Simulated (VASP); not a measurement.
Wanted: the native input for a VASP 6.6.1 run.

```yaml
Task: single point
Functional: PBEsol
Potentials_or_basis: VASP PAW PBE potentials, release 64 (Sc_sv, Al)
Cutoff: 520 eV
k_mesh: 12 × 12 × 12
Occupations: gaussian, width 0.15 eV
Spin: no spin polarisation
Dipole_correction: no
Further_INCAR_settings: ALGO = Fast; EDIFF = 1e-06; NBANDS = 26
```

The structure of Sc3Al lies in POSCAR:

```
Sc3Al
1.0
    4.3747949987      0.0000000000      0.0000000000
    0.0000000000      4.3747949987      0.0000000000
    0.0000000000      0.0000000000      4.3747949987
Sc Al
3 1
Direct
    0.5000000000      0.0114291070      0.5000000000
    0.0000000000      0.4946706709      0.5000000000
    0.5000000000      0.4946706709      0.0000000000
    0.0000000000     -0.0012837008      0.0000000000
```

This cell differs from its parent crystal: atoms displaced along a vibrational mode.

These files were run (other wordings do the same):

INCAR

```
SYSTEM = Sc3Al
PREC = Accurate
ENCUT = 520
EDIFF = 1E-6
ISMEAR = 0
SIGMA = 0.15
LREAL = .False.
LASPH = .True.
NELM = 80
ALGO = Fast
ISIF = 2
LWAVE = .False.
LCHARG = .False.
GGA = PS
NBANDS = 26
```

KPOINTS

```
regular mesh
0
Gamma
  12 12 12
  0 0 0
```

Potentials or basis: VASP PAW PBE potentials, release 64 (Sc_sv, Al).

Command:

```sh
$ cat potpaw_PBE.64/Sc_sv/POTCAR potpaw_PBE.64/Al/POTCAR > POTCAR
$ mpirun -np 1 vasp_std > vasp.out
```

Results of the run:

```json
{
 "Pressure": "0.2 GPa",
 "Largest force": "0.528 eV/Å",
 "Band gap on the k mesh": "zero (bands 18 and 19 overlap by 1.33 eV)"
}
```

Caveat: the cell differs from its parent crystal (atoms displaced along a vibrational mode); the PAW data sets were made with another functional, which shifts forces and pressure a little.

Run time: 3.4 min on 1 thread of Intel(R) Xeon(R) 6975P-C (Granite Rapids) (shared host), peak memory 0.47 GiB.
